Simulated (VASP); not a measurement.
# Hf3TiN4 (Pm-3m) in VASP: a series of runs, part 2 of 2

VASP 6.6.1.

**3. Single point, PBE (9.96 Å³/atom)**

This run uses another cell than the first one, of 9.96 Å³/atom.

File INCAR:

```
  PREC = Accurate
  ENCUT = 520
  EDIFF = 1E-6
  ISMEAR = 0
  SIGMA = 0.1
  LREAL = F
  LASPH = T
  NELM = 60
  ALGO = Normal
  ISIF = 2
  LWAVE = F
  LCHARG = F
  GGA = PE
  NBANDS = 41
```

File KPOINTS:

```
Automatic mesh
0
Gamma
  8 8 8
```

File POSCAR:

```
Hf3TiN4
1.0
    4.3031400587      0.0000000000      0.0000000000
    0.0000000000      4.3031400587      0.0000000000
    0.0000000000      0.0000000000      4.3031400587
Hf Ti N
3 1 4
Direct
    0.5000000000      0.0000000000      0.0000000000
    0.0000000000      0.0000000000      0.5000000000
    0.0000000000      0.5000000000      0.0000000000
    0.5000000000      0.5000000000      0.5000000000
    0.0000000000      0.5000000000      0.5000000000
    0.5000000000      0.5000000000      0.0000000000
    0.0000000000      0.0000000000      0.0000000000
    0.5000000000      0.0000000000      0.5000000000
```

Potentials or basis: VASP PAW PBE potentials, release 64 (Hf_pv, Ti_sv, N).

Command:

```console
cat potpaw_PBE.64/Hf_pv/POTCAR potpaw_PBE.64/Ti_sv/POTCAR potpaw_PBE.64/N/POTCAR > POTCAR
mpirun -np 1 vasp_std > vasp.out
```

OUTCAR:

```text
PREC = Accurate
   ENCUT = 520
   EDIFF = 1E-6
   ISMEAR = 0
   LREAL = F
   LASPH = T
   NELM = 60
   ISIF = 2
   GGA = PE

 ion  position               nearest neighbor table
   1  0.500  0.000  0.000-   6 2.15   7 2.15   8 2.15   8 2.15   6 2.15   7 2.15   2 3.04   4 3.04
                             2 3.04   3 3.04   4 3.04   3 3.04   4 3.04   2 3.04   3 3.04   4 3.04
   2  0.000  0.000  0.500-   5 2.15   7 2.15   8 2.15   7 2.15   5 2.15   8 2.15   1 3.04   3 3.04
                             1 3.04   3 3.04   4 3.04   3 3.04   3 3.04   1 3.04   4 3.04   4 3.04
   3  0.000  0.500  0.000-   5 2.15   6 2.15   7 2.15   5 2.15   7 2.15   6 2.15   2 3.04   4 3.04
                             1 3.04   1 3.04   2 3.04   2 3.04   2 3.04   1 3.04   4 3.04   4 3.04
   4  0.500  0.500  0.500-   5 2.15   6 2.15   8 2.15   6 2.15   8 2.15   5 2.15   1 3.04   3 3.04
                             1 3.04   1 3.04   2 3.04   2 3.04   1 3.04   2 3.04   3 3.04   3 3.04
   5  0.000  0.500  0.500-   2 2.15   3 2.15   4 2.15   3 2.15   2 2.15   4 2.15
   6  0.500  0.500  0.000-   1 2.15   3 2.15   4 2.15   4 2.15   1 2.15   3 2.15
   7  0.000  0.000  0.000-   1 2.15   2 2.15   3 2.15   2 2.15   3 2.15   1 2.15
   8  0.500  0.000  0.500-   1 2.15   2 2.15   4 2.15   1 2.15   4 2.15   2 2.15

  LATTYP: Found a simple cubic cell.
 ALAT       =     4.3031400587

  Lattice vectors:
[... 204 lines left out ...]
      5     -21.5378      2.00000
      6     -21.5378      2.00000
[... 1045 lines left out ...]
     40      13.9260      0.00000
     41      14.2993      0.00000

 [... further k-points ...]

------------------------ aborting loop because EDIFF is reached ----------------------------------------

  FORCE on cell =-STRESS in cart. coord.  units (eV):
  Direction    XX          YY          ZZ          XY          YZ          ZX
  --------------------------------------------------------------------------------------
  -------------------------------------------------------------------------------------
  Total       20.9312358     20.9312358     20.9312358     -0.0000000     -0.0000000      0.0000000
  in kB      420.8710047    420.8710047    420.8710047     -0.0000000     -0.0000000      0.0000000
  external PRESSURE =     420.8710047 kB  Pullay stress =       0.0000000 kB

 VOLUME and BASIS-vectors are now :
 -----------------------------------------------------------------------------
  energy-cutoff  :      520.00
  volume of cell :       79.68
      direct lattice vectors                 reciprocal lattice vectors
     4.303140059  0.000000000  0.000000000     0.232388439  0.000000000  0.000000000
     0.000000000  4.303140059  0.000000000     0.000000000  0.232388439  0.000000000
     0.000000000  0.000000000  4.303140059     0.000000000  0.000000000  0.232388439

 POSITION                                       TOTAL-FORCE (eV/Angst)
 -----------------------------------------------------------------------------------
      2.15157      0.00000      0.00000         0.000000      0.000000      0.000000
      0.00000      0.00000      2.15157         0.000000      0.000000      0.000000
      0.00000      2.15157      0.00000         0.000000      0.000000      0.000000
      2.15157      2.15157      2.15157         0.000000      0.000000      0.000000
      0.00000      2.15157      2.15157         0.000000      0.000000      0.000000
      2.15157      2.15157      0.00000         0.000000      0.000000      0.000000
      0.00000      0.00000      0.00000         0.000000      0.000000      0.000000
      2.15157      0.00000      2.15157         0.000000      0.000000      0.000000
 -----------------------------------------------------------------------------------
    total drift:                                0.000000      0.000000      0.000000

  FREE ENERGIE OF THE ION-ELECTRON SYSTEM (eV)
  ---------------------------------------------------
  free  energy   TOTEN  =       -83.5811667468 eV

  energy  without entropy=      -83.5637310801  energy(sigma->0) =      -83.57244891
```

OSZICAR:

```text
N       E                     dE             d eps       ncg     rms          rms(c)
DAV:   1     0.528366972539E+03    0.52837E+03   -0.32486E+04  2870   0.165E+03
DAV:   2    -0.386391444070E+02   -0.56701E+03   -0.53468E+03  3290   0.459E+02
DAV:   3    -0.955770960077E+02   -0.56938E+02   -0.55064E+02  3983   0.125E+02
DAV:   4    -0.981878303695E+02   -0.26107E+01   -0.25975E+01  4092   0.243E+01
DAV:   5    -0.982654134991E+02   -0.77583E-01   -0.77543E-01  4012   0.348E+00    0.116E+02
DAV:   6    -0.846705148189E+02    0.13595E+02   -0.84270E+01  3909   0.621E+01    0.868E+01
DAV:   7    -0.869436911702E+02   -0.22732E+01   -0.43305E+01  4223   0.532E+01    0.594E+01
DAV:   8    -0.838208950305E+02    0.31228E+01   -0.87652E+00  4063   0.230E+01    0.586E+00
DAV:   9    -0.835770464559E+02    0.24385E+00   -0.17921E+00  4441   0.806E+00    0.237E+00
DAV:  10    -0.835813706857E+02   -0.43242E-02   -0.13542E-01  3617   0.201E+00    0.134E+00
DAV:  11    -0.835821024589E+02   -0.73177E-03   -0.13049E-02  3629   0.756E-01    0.571E-01
DAV:  12    -0.835812631873E+02    0.83927E-03   -0.51826E-03  3767   0.579E-01    0.124E-01
DAV:  13    -0.835812360743E+02    0.27113E-04   -0.17392E-03  3992   0.281E-01    0.110E-01
DAV:  14    -0.835811877822E+02    0.48292E-04   -0.14552E-04  4024   0.793E-02    0.658E-02
DAV:  15    -0.835811673416E+02    0.20441E-04   -0.84112E-05  4051   0.597E-02    0.890E-03
DAV:  16    -0.835811667468E+02    0.59479E-06   -0.38457E-06  3263   0.118E-02
   1 F= -.83581167E+02 E0= -.83572449E+02  d E =-.174357E-01
```

stdout:

```text
POSCAR found type information on POSCAR HfTiN
 POSCAR found :  3 types and       8 ions
 scaLAPACK will be used
 LDA part: xc-table for (Slater+PW92), standard interpolation
 POSCAR, INCAR and KPOINTS ok, starting setup
 FFT: planning ... GRIDC
 FFT: planning ... GRID_SOFT
 FFT: planning ... GRID
 WAVECAR not read
 entering main loop
```

Wall time 96 s (1 thread of Intel Xeon Platinum 8124M at 3.00GHz (Skylake/Cascade Lake), shared host); peak memory 0.24 GiB.

What came out:

```yaml
Free_energy: -83.5812 eV
Pressure: 42.1 GPa
Band_gap_on_the_k_mesh: zero (bands 31 and 32 overlap by 4.49 eV)
```

Caveat: the cell stands under pressure; spin-orbit coupling is left out, which moves the levels of the heavy elements.

**4. Single point, PBE**

File INCAR:

```
ALGO = Normal
EDIFF = 1E-7
ENCUT = 520
GGA = PE
ISIF = 2
ISMEAR = 0
LASPH = True
LCHARG = True
LELF = True
LREAL = False
LVHAR = True
LWAVE = False
NBANDS = 41
NELM = 100
PREC = Accurate
SIGMA = 0.2
```

File KPOINTS:

```
k-points
0
Gamma
  6 6 6
```

Changes to POSCAR since step 3:

```diff
@@ -2,5 +2,5 @@
 1.0
-    4.3031400587      0.0000000000      0.0000000000
-    0.0000000000      4.3031400587      0.0000000000
-    0.0000000000      0.0000000000      4.3031400587
+    4.4904644000      0.0000000000      0.0000000000
+    0.0000000000      4.4904644000      0.0000000000
+    0.0000000000      0.0000000000      4.4904644000
 Hf Ti N
```

Command:

```console
cat potpaw_PBE.64/Hf_pv/POTCAR potpaw_PBE.64/Ti_sv/POTCAR potpaw_PBE.64/N/POTCAR > POTCAR
mpirun -np 1 vasp_std > vasp.out
```

It took 97 s on 1 thread of Intel Xeon Platinum 8124M at 3.00GHz (Skylake/Cascade Lake), shared host; peak memory 0.24 GiB.

The run converged. Its results:

* Free energy: -84.8262 eV
* Pressure: -1.8 GPa
* Band gap on the k mesh: zero (bands 31 and 32 overlap by 4.03 eV)

Levels at points of the mesh, in eV from the Fermi level:
```
           k point  band 29  band 30  band 31  band 32  band 33  band 34
(0.00, 0.00, 0.00)    -3.20    -2.60    -2.60    -2.60    -0.31    -0.31
(0.50, 0.00, 0.00)    -3.47    -2.23    -1.94     0.67     0.67     1.28
(0.50, 0.50, 0.00)    -4.76     0.83     0.83     1.42     1.83     2.06
(0.50, 0.50, 0.50)    -5.17     1.43     1.43     1.43     3.69     3.69
```

Caveat: spin-orbit coupling is left out, which moves the levels of the heavy elements.

**5. Single point, PBE (10.30 Å³/atom)**

This run uses another cell than the first one, of 10.30 Å³/atom.

File INCAR:

```
SYSTEM = Hf3TiN4
PREC = Accurate ; ENCUT = 520
EDIFF = 1E-6 ; ISMEAR = 0
SIGMA = 0.1 ; LREAL = .False.
LASPH = .True. ; NELM = 100
ALGO = Normal ; ISIF = 2
LWAVE = .False. ; LCHARG = .False.
GGA = PE ; NBANDS = 41
```

File KPOINTS:

```
Automatic mesh
0
Gamma
  8 8 8
  0 0 0
```

Changes to POSCAR since step 4:

```diff
@@ -2,5 +2,5 @@
 1.0
-    4.4904644000      0.0000000000      0.0000000000
-    0.0000000000      4.4904644000      0.0000000000
-    0.0000000000      0.0000000000      4.4904644000
+    4.3514939943      0.0000000000      0.0000000000
+    0.0000000000      4.3514939943      0.0000000000
+    0.0000000000      0.0000000000      4.3514939943
 Hf Ti N
```

Command:

```console
cat potpaw_PBE.64/Hf_pv/POTCAR potpaw_PBE.64/Ti_sv/POTCAR potpaw_PBE.64/N/POTCAR > POTCAR
mpirun -np 1 vasp_std > vasp.out
```

It took 96 s on 1 thread of Intel Xeon Platinum 8124M at 3.00GHz (Skylake/Cascade Lake), shared host; peak memory 0.24 GiB.

The run converged. Its results:

```yaml
Free_energy: -84.1770 eV
Pressure: 28.3 GPa
Band_gap_on_the_k_mesh: zero (bands 31 and 32 overlap by 4.36 eV)
```

Levels at points of the mesh, in eV from the Fermi level:
```
           k point  band 27  band 28  band 29  band 30  band 31  band 32  band 33  band 34  band 35  band 36
(0.00, 0.00, 0.00)    -3.29    -3.29    -3.29    -2.78    -2.78    -2.78    -0.43    -0.43    -0.43     1.16
(0.50, 0.00, 0.00)    -3.70    -3.69    -3.69    -2.58    -2.30     0.70     0.70     1.39     1.65     1.65
(0.50, 0.50, 0.00)    -5.36    -5.02    -5.02     0.87     0.87     1.57     2.09     2.24     2.40     2.40
(0.50, 0.50, 0.50)    -6.43    -5.72    -5.72     1.59     1.59     1.59     4.14     4.14     4.14     4.16
```

Caveat: the cell stands under pressure; spin-orbit coupling is left out, which moves the levels of the heavy elements.

**6. Single point, PBE**

This run uses another cell than the first one, of 10.30 Å³/atom.

File INCAR:

```
PREC = Accurate ; ENCUT = 520
EDIFF = 1E-6 ; ISMEAR = 0
SIGMA = 0.1 ; LREAL = F
LASPH = T ; NELM = 100
ALGO = Normal ; ISIF = 2
LWAVE = F ; LCHARG = F
GGA = PE ; NBANDS = 41
```

File KPOINTS:

```
regular mesh
0
Gamma
  8 8 8
```

POSCAR is that of step 5.

Potentials or basis: VASP PAW PBE potentials, release 64 (Hf_pv, Ti_sv, N).

Command:

```console
cat potpaw_PBE.64/Hf_pv/POTCAR potpaw_PBE.64/Ti_sv/POTCAR potpaw_PBE.64/N/POTCAR > POTCAR
mpirun -np 1 vasp_std > vasp.out
```

Run time: 96 s. Hardware: 1 thread of Intel Xeon Platinum 8124M at 3.00GHz (Skylake/Cascade Lake), shared host; peak memory 0.25 GiB.

The run converged. Its results:

- Free energy: -84.1770 eV
- Pressure: 28.3 GPa
- Band gap on the k mesh: zero (bands 31 and 32 overlap by 4.36 eV)

Levels at points of the mesh, in eV from the Fermi level:
| k point | band 27 | band 28 | band 29 | band 30 | band 31 | band 32 | band 33 | band 34 | band 35 | band 36 |
| --- | --- | --- | --- | --- | --- | --- | --- | --- | --- | --- |
| (0.00, 0.00, 0.00) | -3.29 | -3.29 | -3.29 | -2.78 | -2.78 | -2.78 | -0.43 | -0.43 | -0.43 | 1.16 |
| (0.50, 0.00, 0.00) | -3.70 | -3.69 | -3.69 | -2.58 | -2.30 | 0.70 | 0.70 | 1.39 | 1.65 | 1.65 |
| (0.50, 0.50, 0.00) | -5.36 | -5.02 | -5.02 | 0.87 | 0.87 | 1.57 | 2.09 | 2.24 | 2.40 | 2.40 |
| (0.50, 0.50, 0.50) | -6.43 | -5.72 | -5.72 | 1.59 | 1.59 | 1.59 | 4.14 | 4.14 | 4.14 | 4.16 |

Caveat: the cell stands under pressure; spin-orbit coupling is left out, which moves the levels of the heavy elements.

**7. Summary**

| cell | k mesh | smearing | gap on the mesh (eV) | pressure (GPa) |
| --- | --- | --- | --- | --- |
| a = 4.490 Å, 8 atoms | 4 × 4 × 4 | gaussian 0.1 eV | none | -2.1 |
| a = 4.303 Å, 8 atoms | 8 × 8 × 8 | gaussian 0.1 eV | none | 42.1 |
| a = 4.490 Å, 8 atoms | 6 × 6 × 6 | gaussian 0.2 eV | none | -1.8 |
| a = 4.351 Å, 8 atoms | 8 × 8 × 8 | gaussian 0.1 eV | none | 28.3 |

Alike in all rows: task single point; level PBE; potentials or basis VASP PAW PBE potentials, release 64 (Hf_pv, Ti_sv, N); no spin polarisation; cutoff (eV) 520.

Caveats: spin-orbit coupling is left out, which moves the levels of the heavy elements; the cell stands under pressure (at least some runs).

Total energies depend on the potentials used, so only differences within one code and one set of settings carry meaning.
